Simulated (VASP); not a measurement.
# SnO2 (P4_2/mnm) in VASP: notebook

The runs below take SnO2 through single point, with RPBE+D4, PBE, r2SCAN+D4.

All numbers are computed with VASP 6.6.1; they aren't measurements. Logs are shortened: lines on timing, memory, paths and dates and some standing lists are left out, and cuts for length are marked.

**1. The cell of the first run**

Symmetry: P4_2/mnm, No. 136, tetragonal system. Conventional cell: a = 4.779 Å, b = 4.779 Å, c = 3.236 Å, α = 90.00°, β = 90.00°, γ = 90.00°. Within 2.7 Å of Sn (site symmetry mmm) lie 6 O at 2.07 to 2.08 Å. O (site symmetry m2m) has 3 Sn at 2.07 to 2.08 Å and 1 O at 2.62 Å within 2.7 Å.

**2. Single point, RPBE+D4**

INCAR

```
SYSTEM = SnO2
PREC     = Accurate       ! precision mode
ENCUT    = 520            ! plane-wave cutoff, eV
EDIFF    = 1E-7           ! SCF threshold, eV
ISMEAR   = -1             ! smearing method
SIGMA    = 0.05           ! smearing width, eV
LREAL    = .False.        ! projectors in reciprocal space
LASPH    = .True.         ! aspherical terms in the spheres
NELM     = 80             ! most SCF steps
ALGO     = Normal         ! electronic algorithm
ISIF     = 2              ! what is computed and relaxed
LWAVE    = .False.        ! write WAVECAR
LCHARG   = .False.        ! write CHGCAR
GGA      = RP             ! functional
IVDW     = 13             ! dispersion correction
NBANDS   = 35             ! bands
```

KPOINTS

```
Automatic mesh
0
Gamma
  6 6 8
  0 0 0
```

POSCAR

```
SnO2
1.0
    4.7794181406      0.0000000000      0.0000000000
    0.0000000000      4.7794181406      0.0000000000
    0.0000000000      0.0000000000      3.2361856584
Sn O
2 4
Direct
    0.5000000000      0.5000000000      0.5000000000
    0.0000000000      0.0000000000      0.0000000000
    0.8059805890      0.1940194110      0.5000000000
    0.6940194110      0.6940194110      0.0000000000
    0.1940194110      0.8059805890      0.5000000000
    0.3059805890      0.3059805890      0.0000000000
```

Potentials or basis: VASP PAW PBE potentials, release 64 (Sn_d, O).

Started as:

```
cat potpaw_PBE.64/Sn_d/POTCAR potpaw_PBE.64/O/POTCAR > POTCAR
mpirun -np 1 vasp_std > vasp.out
```

OUTCAR:

```text
SYSTEM = SnO2
   PREC = Accurate
   ENCUT = 520
   EDIFF = 1E-7
   ISMEAR = -1
   LREAL = .False.
   LASPH = .True.
   NELM = 80
   ISIF = 2
   GGA = RP
   IVDW = 13

 ion  position               nearest neighbor table
   1  0.500  0.500  0.500-   3 2.07   5 2.07   4 2.08   6 2.08   4 2.08   6 2.08   2 3.75   2 3.75
                             2 3.75   2 3.75   2 3.75   2 3.75   2 3.75   2 3.75
   2  0.000  0.000  0.000-   4 2.07   6 2.07   5 2.08   3 2.08   3 2.08   5 2.08   1 3.75   1 3.75
                             1 3.75   1 3.75   1 3.75   1 3.75   1 3.75   1 3.75
   3  0.806  0.194  0.500-   1 2.07   2 2.08   2 2.08
   4  0.694  0.694  0.000-   2 2.07   1 2.08   1 2.08
   5  0.194  0.806  0.500-   1 2.07   2 2.08   2 2.08
   6  0.306  0.306  0.000-   2 2.07   1 2.08   1 2.08

  LATTYP: Found a simple tetragonal cell.
 ALAT       =     4.7794181406
 C/A-ratio  =     0.6771087114

  Lattice vectors:

 A1 = (   4.7794181406,   0.0000000000,   0.0000000000)
 A2 = (   0.0000000000,   4.7794181406,   0.0000000000)
 A3 = (   0.0000000000,   0.0000000000,   3.2361856584)

Analysis of symmetry for initial positions (statically):
=====================================================================
 Subroutine PRICEL returns:
 Original cell was already a primitive cell.

 Routine SETGRP: Setting up the symmetry group for a
 simple tetragonal supercell.

 Subroutine GETGRP returns: Found 16 space group operations
 (whereof  8 operations were pure point group operations)
 out of a pool of 16 trial point group operations.

The static configuration has the point symmetry D_2h.
 The point group associated with its full space group is D_4h.

Analysis of symmetry for dynamics (positions and initial velocities):
=====================================================================
 Subroutine PRICEL returns:
 Original cell was already a primitive cell.

 Routine SETGRP: Setting up the symmetry group for a
 simple tetragonal supercell.

 Subroutine GETGRP returns: Found 16 space group operations
 (whereof  8 operations were pure point group operations)
 out of a pool of 16 trial point group operations.

The dynamic configuration has the point symmetry D_2h.
 The point group associated with its full space group is D_4h.

 Subroutine INISYM returns: Found 16 space group operations
 (whereof  8 operations are pure point group operations),
 and found     1 'primitive' translations

----------------------------------------------------------------------------------------

                                     Primitive cell

  volume of cell :      73.9237

  direct lattice vectors                    reciprocal lattice vectors
     4.779418141  0.000000000  0.000000000     0.209230490  0.000000000  0.000000000
     0.000000000  4.779418141  0.000000000     0.000000000  0.209230490  0.000000000
     0.000000000  0.000000000  3.236185658     0.000000000  0.000000000  0.309005757

  length of vectors
     4.779418141  4.779418141  3.236185658     0.209230490  0.209230490  0.309005757

  position of ions in fractional coordinates (direct lattice)
     0.500000000  0.500000000  0.500000000
     0.000000000  0.000000000  0.000000000
     0.805980589  0.194019411  0.500000000
     0.694019411  0.694019411  0.000000000
     0.194019411  0.805980589  0.500000000
     0.305980589  0.305980589  0.000000000

  ion indices of the primitive-cell ions
   primitive index   ion index
                 1           1
                 2           2
                 3           3
                 4           4
                 5           5
                 6           6

----------------------------------------------------------------------------------------

 KPOINTS: Automatic mesh

Automatic generation of k-mesh.
 Grid dimensions read from file:
 generate k-points for:    6    6    8

 Generating k-lattice:

  Cartesian coordinates                     Fractional coordinates (reciprocal lattice)
     0.034871748  0.000000000  0.000000000     0.166666667  0.000000000  0.000000000
     0.000000000  0.034871748  0.000000000     0.000000000  0.166666667  0.000000000
     0.000000000  0.000000000  0.038625720     0.000000000  0.000000000  0.125000000

  Length of vectors
     0.034871748  0.034871748  0.038625720

  Shift w.r.t. Gamma in fractional coordinates (k-lattice)
     0.000000000  0.000000000  0.000000000

 Subroutine IBZKPT returns following result:
 ===========================================

 Found     50 irreducible k-points:

 Following reciprocal coordinates:
            Coordinates               Weight
  0.000000  0.000000  0.000000      1.000000
  0.166667  0.000000  0.000000      4.000000
  0.333333  0.000000  0.000000      4.000000
  0.500000  0.000000  0.000000      2.000000
  0.166667  0.166667  0.000000      4.000000
  0.333333  0.166667  0.000000      8.000000
[... 16 lines left out ...]
  0.333333  0.000000  0.250000      8.000000
  0.500000  0.000000  0.250000      4.000000
 [... further k-points ...]
   k-points           NKPTS =     50   k-points in BZ     NKDIM =     50   number of bands    NBANDS=     35
   number of dos      NEDOS =    301   number of ions     NIONS =      6
   total plane-waves  NPLWV =  31104
   dimension x,y,z NGX =    36 NGY =   36 NGZ =   24
   dimension x,y,z NGXF=    72 NGYF=   72 NGZF=   48
   ions per type =               2   4
   NGX,Y,Z   is equivalent  to a cutoff of  12.52, 12.52, 12.33 a.u.
   NGXF,Y,Z  is equivalent  to a cutoff of  25.04, 25.04, 24.66 a.u.
 SYSTEM =  SnO2
   PREC   = accura    normal or accurate (medium, high low for compatibility)
   ISTART =      0    job   : 0-new  1-cont  2-samecut
   ICHARG =      2    charge: 1-file 2-atom 10-const
   ISPIN  =      1    spin polarized calculation?
   LNONCOLLINEAR =      F non collinear calculations
   LSORBIT =      F    spin-orbit coupling
   LASPH  =      T    aspherical Exc in radial PAW
   ENCUT  =  520.0 eV  38.22 Ry    6.18 a.u.   8.89  8.89  6.02*2*pi/ulx,y,z
   NELM   =     80;   NELMIN=  2; NELMDL= -5     # of ELM steps
   EDIFF  = 0.1E-06   stopping-criterion for ELM
   LREAL  =      F    real-space projection
   EDIFFG = 0.1E-05   stopping-criterion for IOM
   NSW    =      0    number of steps for IOM
   IBRION =     -1    ionic relax: 0-MD 1-quasi-New 2-CG
   NFREE  =      0    steps in history (QN), initial steepest desc. (CG)
   ISIF   =      2    stress and relaxation
   ISYM   =      2    0-nonsym 1-usesym 2-fastsym
   POTIM  = 0.5000    time-step for ionic-motion
   TEBEG  =    0.0;   TEEND  =   0.0 temperature during run
   PSTRESS=    0.0 pullay stress
   NELECT =      52.0000    total number of electrons
   NUPDOWN=      -1.0000    fix difference up-down
   EMIN   =  10.00;   EMAX   =-10.00  energy-range for DOS
   EFERMI =   0.00;   METHOD = LEGACY
   ISMEAR =    -1;   SIGMA  =   0.05  broadening in eV -4-tet -1-fermi 0-gaus
   EFERMI_NEDOS =   21; number of points for ismear=-14 and -15
   IALGO  =     38    algorithm
   IMIX   =      4    mixing-type and parameters
     AMIX     =   0.40;   BMIX     =  1.00
     AMIX_MAG =   1.60;   BMIX_MAG =  1.00
  volume/ion in A,a.u.               =      12.32        83.14
  Fermi-wavevector in a.u.,A,eV,Ry     =   1.455956  2.751357 28.841719  2.119807
  Thomas-Fermi vector in A             =   2.572930
   LORBIT       =      0    0 simple, 1 ext, 2 COOP (PROOUT), +10 PAW based schemes
   GGA     = RP    functional components
   LHFCALC =     F    Hartree Fock is set to
   AEXX    =    0.0000 exact exchange contribution
   IVDW    =    13    specifies the selected vdW correction
   LEPSILON=     F    determine dielectric tensor
   LRPA    =     F    only Hartree local field effects (RPA)
 non-spin polarized calculation
  energy-cutoff  :      520.00
  volume of cell :       73.92
 maximum number of plane-waves:      2020
 NGX is ok and might be reduce to    36
   NGX = 17   NGY = 17   NGZ = 13

 number of electron      52.0000007 magnetization

 Free energy of the ion-electron system (eV)
  ---------------------------------------------------
  ext. energy  EPLUGINS =         0.00000000
  ---------------------------------------------------
  free energy    TOTEN  =       -34.90935794 eV

  energy without entropy =      -34.90935710  energy(sigma->0) =      -34.90935752

 E-fermi :   6.3959     XC(G=0): -10.8370

 val. band max:        5.9140123523   @ k =   0.0000   0.0000   0.0000
 cond. band min:       6.8516637248   @ k =   0.0000   0.0000   0.0000
 fundamental gap:      0.9376513725
 Fermi energy:         6.3958813061

 k-point     1 :       0.0000    0.0000    0.0000
  band No.  band energies     occupation
      1     -15.2033      2.00000
      2     -14.4679      2.00000
      3     -14.2850      2.00000
      4     -14.2519      2.00000
      5     -14.2519      2.00000
      6     -14.2036      2.00000
[... 27 lines left out ...]
     34      17.8486      0.00000
     35      18.4646      0.00000

 k-point     2 :       0.1667    0.0000    0.0000
  band No.  band energies     occupation
      1     -15.1630      2.00000
      2     -14.5141      2.00000
      3     -14.2848      2.00000
      4     -14.2503      2.00000
      5     -14.2502      2.00000
      6     -14.2350      2.00000
[... 27 lines left out ...]
     34      17.9283      0.00000
     35      18.5422      0.00000

 k-point     3 :       0.3333    0.0000    0.0000
  band No.  band energies     occupation
      1     -15.0460      2.00000
      2     -14.6655      2.00000
      3     -14.2839      2.00000
      4     -14.2702      2.00000
      5     -14.2468      2.00000
      6     -14.2466      2.00000
[... 27 lines left out ...]
     34      18.2404      0.00000
     35      18.5416      0.00000

 k-point     4 :       0.5000    0.0000    0.0000
  band No.  band energies     occupation
      1     -14.8677      2.00000
      2     -14.8677      2.00000
      3     -14.2813      2.00000
      4     -14.2813      2.00000
      5     -14.2449      2.00000
      6     -14.2449      2.00000
[... 27 lines left out ...]
     34      18.1824      0.00000
     35      18.4795      0.00000

 k-point     5 :       0.1667    0.1667    0.0000
  band No.  band energies     occupation
      1     -15.1314      2.00000
      2     -14.5672      2.00000
      3     -14.2842      2.00000
      4     -14.2525      2.00000
      5     -14.2497      2.00000
      6     -14.2464      2.00000
[... 638 lines left out ...]
 k-point    22 :       0.1667    0.0000    0.2500
  band No.  band energies     occupation
      1     -14.9667      2.00000
      2     -14.7062      2.00000
      3     -14.6024      2.00000
      4     -14.2870      2.00000
      5     -14.1925      2.00000
      6     -14.1908      2.00000
[... 27 lines left out ...]
     34      17.8972      0.00000
     35      18.3199      0.00000

 k-point    23 :       0.3333    0.0000    0.2500
  band No.  band energies     occupation
      1     -14.9535      2.00000
      2     -14.8163      2.00000
      3     -14.5038      2.00000
      4     -14.3062      2.00000
      5     -14.1890      2.00000
      6     -14.1845      2.00000
[... 27 lines left out ...]
     34      18.1113      0.00000
     35      18.4683      0.00000

 k-point    24 :       0.5000    0.0000    0.2500
  band No.  band energies     occupation
      1     -14.9047      2.00000
      2     -14.9047      2.00000
      3     -14.3904      2.00000
      4     -14.3904      2.00000
      5     -14.1849      2.00000
      6     -14.1849      2.00000
[... 27 lines left out ...]
     34      18.2549      0.00000
     35      18.5030      0.00000

 [... further k-points ...]

------------------------ aborting loop because EDIFF is reached ----------------------------------------

  DFT-D4 for vdW energy calculation

  Edisp (eV):   -3.21907

  FORCE on cell =-STRESS in cart. coord.  units (eV):
  Direction    XX          YY          ZZ          XY          YZ          ZX
  --------------------------------------------------------------------------------------
  -------------------------------------------------------------------------------------
  Total       0.24528     0.24528     0.36741     0.00000     0.00000     0.00000
  in kB       5.31611     5.31611     7.96300     0.00000     0.00000     0.00000
  external pressure =        6.20 kB  Pullay stress =        0.00 kB

 VOLUME and BASIS-vectors are now :
 -----------------------------------------------------------------------------
  energy-cutoff  :      520.00
  volume of cell :       73.92
      direct lattice vectors                 reciprocal lattice vectors
     4.779418141  0.000000000  0.000000000     0.209230490  0.000000000  0.000000000
     0.000000000  4.779418141  0.000000000     0.000000000  0.209230490  0.000000000
     0.000000000  0.000000000  3.236185658     0.000000000  0.000000000  0.309005757

 POSITION                                       TOTAL-FORCE (eV/Angst)
 -----------------------------------------------------------------------------------
      2.38971      2.38971      1.61809         0.000000      0.000000     -0.000000
      0.00000      0.00000      0.00000         0.000000      0.000000     -0.000000
      3.85212      0.92730      1.61809        -0.010832      0.010832     -0.000000
      3.31701      3.31701      0.00000         0.010832      0.010832     -0.000000
      0.92730      3.85212      1.61809         0.010832     -0.010832      0.000000
      1.46241      1.46241      0.00000        -0.010832     -0.010832      0.000000
 -----------------------------------------------------------------------------------
    total drift:                                0.000000      0.000000     -0.000000

  FREE ENERGIE OF THE ION-ELECTRON SYSTEM (eV)
  ---------------------------------------------------
  free  energy   TOTEN  =       -38.1284233455 eV

  energy  without entropy=      -38.1284225034  energy(sigma->0) =      -38.12842292
```

Wall time 1.8 min (1 thread of Intel Xeon Platinum 8259CL at 2.50GHz (Skylake/Cascade Lake), shared host); peak memory 0.24 GiB.

Results:

```yaml
Free_energy: -38.1284 eV
Pressure: 0.6 GPa
Largest_force: 0.015 eV/Å
Band_gap_on_the_k_mesh: 0.94 eV
Dispersion_energy_per_atom: -0.537 eV
```

Forces in eV/Å, atoms in the order of the input:
```
Sn   0.000  0.000  0.000
Sn   0.000  0.000  0.000
O   -0.011  0.011  0.000
O    0.011  0.011  0.000
O    0.011 -0.011  0.000
O   -0.011 -0.011  0.000
```

Caveat: the PAW data sets were made with another functional, which shifts forces and pressure a little; spin-orbit coupling is left out, which moves the levels of the heavy elements. RPBE gaps usually lie below the measured ones, often by a third to a half.

**3. Single point, PBE**

This run uses another cell than the first one, of 12.58 Å³/atom.

INCAR

```
  PREC = Accurate
  ENCUT = 520
  EDIFF = 1E-6
  ISMEAR = -1
  SIGMA = 0.05
  LREAL = F
  LASPH = T
  NELM = 100
  ALGO = Normal
  ISIF = 2
  LWAVE = F
  LCHARG = F
  GGA = PE
  NBANDS = 35
```

KPOINTS

```
Automatic mesh
0
Gamma
  6 6 8
```

POSCAR

```
SnO2
1.0
    4.8270044118      0.0000000000      0.0000000000
    0.0000000000      4.8270044118      0.0000000000
    0.0000000000      0.0000000000      3.2382818651
Sn O
2 4
Direct
    0.5000000000      0.5000000000      0.5000000000
    0.0000000000      0.0000000000      0.0000000000
    0.8065724920      0.1934275080      0.5000000000
    0.6934275080      0.6934275080      0.0000000000
    0.1934275080      0.8065724920      0.5000000000
    0.3065724920      0.3065724920      0.0000000000
```

Potentials or basis: VASP PAW PBE potentials, release 64 (Sn_d, O).

Started as:

```
cat potpaw_PBE.64/Sn_d/POTCAR potpaw_PBE.64/O/POTCAR > POTCAR
mpirun -np 1 vasp_std > vasp.out
```

It took 84 s on 1 thread of Intel Xeon Platinum 8259CL at 2.50GHz (Skylake/Cascade Lake), shared host; peak memory 0.24 GiB.

It converged, with:

| Item | Value |
| --- | --- |
| Free energy | -37.3109 eV |
| Pressure | 0.6 GPa |
| Largest force | 0.016 eV/Å |
| Band gap on the k mesh | 0.67 eV |

Forces in eV/Å, atoms in the order of the input:
```
Sn   0.000  0.000  0.000
Sn   0.000  0.000  0.000
O   -0.011  0.011  0.000
O    0.011  0.011  0.000
O    0.011 -0.011  0.000
O   -0.011 -0.011  0.000
```

Stress tensor (GPa, compression positive):
```
0.54 0.00 0.00
0.00 0.54 0.00
0.00 0.00 0.81
```

Levels at points of the mesh, in eV from the valence-band top:
```csv
k point,band 23,band 24,band 25,band 26,band 27,band 28,band 29,band 30
"(0.00, 0.00, 0.00)",-1.26,-0.74,-0.74,0.00,0.67,5.69,6.06,6.06
"(0.50, 0.00, 0.00)",-1.21,-1.21,-0.61,-0.61,3.88,3.88,6.80,6.80
"(0.50, 0.50, 0.00)",-1.33,-1.33,-0.85,-0.85,4.27,4.27,7.15,7.15
"(0.00, 0.00, 0.50)",-1.53,-1.53,-1.18,-1.18,5.59,5.59,9.36,9.36
"(0.50, 0.00, 0.50)",-1.02,-1.02,-0.75,-0.75,5.85,5.85,7.61,7.61
"(0.50, 0.50, 0.50)",-0.92,-0.92,-0.78,-0.78,4.35,4.35,8.61,8.61
```

Caveat: semilocal functionals underestimate gaps, and a narrow one can read as zero; spin-orbit coupling is left out, which moves the levels of the heavy elements.

[end of part 1 of 2]
